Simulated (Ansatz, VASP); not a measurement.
This is a calculation of PbS for Ansatz 0.2.0.

The input input.yaml:

```yaml
crystal:
  lattice:
    - [0.0, 2.9052075019, 2.9052075019]
    - [2.9052075019, 0.0, 2.9052075019]
    - [2.9052075019, 2.9052075019, 0.0]
  atoms:
    - { symbol: Pb, position: [0.0, 0.0, 0.0] }
    - { symbol: S, position: [0.5, 0.5, 0.5] }
hamiltonian:
  xc: b3lyp5
  pseudopotentials: { kind: paw }
kpoints:
  mp_grid: { grid: [4, 4, 4] }
scf:
  occupations: { method: fermi_dirac, width: 0.05 }
output:
  forces: true
  stress: true
  eigenvalues: true
```

Potentials or basis: Ansatz PAW.

The run is started by

```console
$ ansatz run input.yaml --threads 2 --pin off --max-ram 5632MiB --backend cpu --events-out ev --progress --plain --runs-dir out
```

Question: Set up the same calculation for VASP 6.6.1. Potentials there: VASP PAW PBE potentials, release 64 (Pb_d, S).

Answer: As run (the cutoff follows the program's own potentials):

The input POSCAR:

```
PbS
1.0
    0.0000000000      2.9052075019      2.9052075019
    2.9052075019      0.0000000000      2.9052075019
    2.9052075019      2.9052075019      0.0000000000
Pb S
1 1
Direct
    0.0000000000      0.0000000000      0.0000000000
    0.5000000000      0.5000000000      0.5000000000
```

Contents of INCAR.step1:

```
SYSTEM = PbS
ALGO = Normal
EDIFF = 1E-5
ENCUT = 520
GGA = PE
ISIF = 2
ISMEAR = -1
LASPH = .True.
LCHARG = .False.
LREAL = .False.
LWAVE = .True.
NBANDS = 17
NELM = 100
PREC = Accurate
SIGMA = 0.05
```

Contents of INCAR.step2:

```
SYSTEM = PbS
AEXX = 0.2
AGGAC = 0.81
AGGAX = 0.72
ALDAC = 0.19
ALGO = Normal
EDIFF = 1E-6
ENCUT = 520
GGA = B5
ISIF = 2
ISMEAR = -1
ISTART = 1
LASPH = .True.
LCHARG = .False.
LHFCALC = .True.
LREAL = .False.
LWAVE = .False.
NBANDS = 17
NELM = 100
PREC = Accurate
PRECFOCK = Normal
SIGMA = 0.05
```

The input KPOINTS:

```
k-points
0
Gamma
  4 4 4
  0 0 0
```

Potentials or basis: VASP PAW PBE potentials, release 64 (Pb_d, S).

Command:

```bash
$ cat potpaw_PBE.64/Pb_d/POTCAR potpaw_PBE.64/S/POTCAR > POTCAR
$ cp INCAR.step1 INCAR
$ mpirun -np 1 vasp_std > vasp.out
$ cp INCAR.step2 INCAR
$ mpirun -np 1 vasp_std > vasp.out
```

Both were run:

|  | VASP | Ansatz | Ansatz less VASP |
| --- | --- | --- | --- |
| gap on the k mesh at the Fermi level (eV) | 1.12 | 1.09 | -0.034 |
| least direct gap on the mesh (eV) | 1.12 | 1.09 | -0.034 |
| pressure (GPa) | 9.5 | 9.6 | +0.07 |

VASP's potentials were made for PBE, not for B3LYP5.

The k mesh is coarse, so the values compare programs but aren't converged. Neither program's run includes spin-orbit coupling.
